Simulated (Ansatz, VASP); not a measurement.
Y: VASP beside Ansatz

```
CELL_PARAMETERS angstrom
3.65056 0.00000 0.00000
-1.82528 3.16148 0.00000
0.00000 0.00000 5.72585
ATOMIC_POSITIONS crystal
Y 0.33333 0.66667 0.25000
Y 0.66667 0.33333 0.75000
```

Alike in both runs: functional PBE; k mesh 12 × 12 × 6; occupations fermi-dirac, width 0.15 eV; no spin polarisation.

Ansatz relaxed the structure, and its values are those at the end. VASP's run is a single point on that final structure, the one shown.

```csv
,VASP,Ansatz
version,VASP 6.6.1,Ansatz 0.2.0
potentials or method,"VASP PAW PBE potentials, release 64 (Y_sv), cutoff 520 eV","scalar-relativistic, plane waves, PAW"
valence electrons in the cell,22,22
```

```csv
,VASP,Ansatz,Ansatz less VASP
gap on the k mesh at the Fermi level (eV),none,none,-
pressure (GPa),-0.1,0.0,+0.11
```

A gap of «none» marks a metal or a gap that the smearing closes. The functional is the same, so the differences come from potentials, cutoffs and numerics.
